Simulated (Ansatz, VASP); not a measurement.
## Y in VASP and in Ansatz

The input INCAR:

```
SYSTEM = Y
ALGO = Normal
EDIFF = 1E-6
ENCUT = 520
GGA = PE
ISIF = 2
ISMEAR = -1
LASPH = .TRUE.
LCHARG = .FALSE.
LREAL = .FALSE.
LWAVE = .FALSE.
NBANDS = 12
NELM = 80
PREC = Accurate
SIGMA = 0.1
```

The input KPOINTS:

```
k-points
0
G
  12 12 12
  0 0 0
```

File POSCAR:

```
Y
1.0
   -2.0493714404      2.0493714404      2.0493714404
    2.0493714404     -2.0493714404      2.0493714404
    2.0493714404      2.0493714404     -2.0493714404
Y
1
Direct
    0.0000000000      0.0000000000      0.0000000000
```

Input for Ansatz:

```yaml
crystal:
  lattice:
    - [-2.0493714404, 2.0493714404, 2.0493714404]
    - [2.0493714404, -2.0493714404, 2.0493714404]
    - [2.0493714404, 2.0493714404, -2.0493714404]
  atoms:
    - { symbol: "Y", position: [0.0, 0.0, 0.0] }
hamiltonian:
  xc: pbe
  pseudopotentials:
    kind: paw
    azcp:
      "Y": "pseudopotentials/Y.paw.azcp"
basis:
  ecutwfc: 420
  fft_grid_basis: typed
kpoints:
  mp_grid: { grid: [12, 12, 12], shift: [0, 0, 0] }
magnetization:
  spin_polarized: false
scf:
  occupations: { method: fermi_dirac, width: 0.1 }
  lower_state_search: "off"
output:
  stress: true
```

Alike in both runs: task single point; functional PBE; k mesh 12 × 12 × 12; occupations fermi-dirac, width 0.1 eV; no spin polarisation.

```csv
,VASP,Ansatz
version,VASP 6.6.1,Ansatz 0.2.0
potentials or method,"VASP PAW PBE potentials, release 64 (Y_sv), cutoff 520 eV","plane waves (420 eV) with PAW, scalar-relativistic"
valence electrons in the cell,11,11
```

Ansatz gave:

```
pressure (GPa) : -1.4
```

Task: Estimate VASP's values.

Result: Pressure (GPa): -1.5.

The functional is the same, so the differences come from potentials, cutoffs and numerics.
